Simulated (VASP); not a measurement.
Here is a VASP 6.6.1 calculation.

INCAR

```
  ALGO = Normal
  EDIFF = 1E-6
  ENCUT = 600
  GGA = PE
  GGA_COMPAT = False
  ISIF = 2
  ISMEAR = 0
  LASPH = True
  LCHARG = False
  LMAXMIX = 6
  LREAL = False
  LWAVE = False
  NBANDS = 18
  NELM = 200
  PREC = Accurate
  SIGMA = 0.1
```

File KPOINTS:

```
k-points
0
Gamma
  12 12 12
```

The input POSCAR:

```
PrBe3Si
1.0
   -1.9182828101      1.9182828101      4.5438528688
    1.9182828101     -1.9182828101      4.5438528688
    1.9182828101      1.9182828101     -4.5438528688
Pr Be Si
1 3 1
Direct
    0.0211123558      0.0211123558      0.0000000000
    0.3936979890      0.3936979890      0.0000000000
    0.2770338778      0.7770338778      0.5000000000
    0.7770338778      0.2770338778      0.5000000000
    0.6461219097      0.6461219097      0.0000000000
```

Potentials or basis: VASP PAW PBE potentials, release 64 (Pr_3, Be, Si), 4f in core.

Run with:

```bash
$ cat potpaw_PBE.64/Pr_3/POTCAR potpaw_PBE.64/Be/POTCAR potpaw_PBE.64/Si/POTCAR > POTCAR
$ mpirun -np 1 vasp_std > vasp.out
```

Problem. What does it give for the pressure?

Solution. 10.9 GPa.

Problem. Predict the band gap on the k mesh.

Solution. Zero (an odd number of electrons rules out a gap without spin polarisation).

Stress tensor (GPa, compression positive):
```
10.97  0.00  0.00
 0.00 10.97  0.00
 0.00  0.00 10.81
```

Caveat: the cell stands under pressure; spin-orbit coupling is left out, which moves the levels of the heavy elements; the 4f electrons are frozen in the core, so they carry no moment and show no levels. Spin polarisation is off, so any magnetic state and its effect on volume and gap are missing.
